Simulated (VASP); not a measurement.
Te:

```
Te
1.0
     2.30590    1.33131    1.69095
    -2.30590    1.33131    1.69095
     0.00000   -2.66263    1.69095
Te
1
Cartesian
  0.0000 0.0000 2.5364
```

* Program: VASP 6.6.1
* Task: relaxation of cell and atoms
* Functional: BLYP
* Dispersion: D3(BJ)
* Potentials or basis: VASP PAW PBE potentials, release 64 (Te)
* Cutoff: 600 eV
* k mesh: 9 × 9 × 9
* Occupations: fermi-dirac, width 0.05 eV
* Spin: no spin polarisation

At the start: pressure 1.4 GPa; volume 31.15 Å³/atom.

**Question.** How do energy, volume and symmetry change on relaxing?

**Answer.** Over 11 steps the energy falls by 5.1 meV/atom and the volume is 32.07 Å³/atom (+3.0 %); space group R-3m (No. 166, to 0.05 Å).

The path:
| step | energy change (eV) | largest force (eV/Å) | pressure (GPa) | volume (Å³) |
| --- | --- | --- | --- | --- |
| 1 | 0.0000 | 0.0000 | 1.37 | 31.15 |
| 2 | -0.0022 | 0.0000 | -0.73 | 32.36 |
| 3 | -0.0032 | 0.0000 | -0.01 | 31.91 |
| 4 | -0.0034 | 0.0000 | -0.01 | 31.93 |
| 5 | -0.0040 | 0.0000 | -0.03 | 31.98 |
| 6 | -0.0049 | 0.0000 | -0.07 | 32.08 |
| 7 | -0.0045 | 0.0000 | -0.18 | 32.24 |
| 8 | -0.0050 | 0.0000 | -0.12 | 32.15 |
| 9 | -0.0050 | 0.0000 | -0.10 | 32.13 |
| 10 | -0.0048 | 0.0000 | 0.39 | 31.84 |
| 11 | -0.0051 | 0.0000 | -0.01 | 32.07 |

Final structure:
```xyz
1
Lattice="2.2869 1.3204 1.7701 -2.2869 1.3204 1.7701 0.0000 -2.6407 1.7701" Properties=species:S:1:pos:R:3 pbc="T T T"
Te    0.0000    0.0000    2.6552
```

Caveat: the PAW data sets were made with another functional, which shifts forces and pressure a little; pairwise dispersion overbinds metals, which lowers pressure and volume.
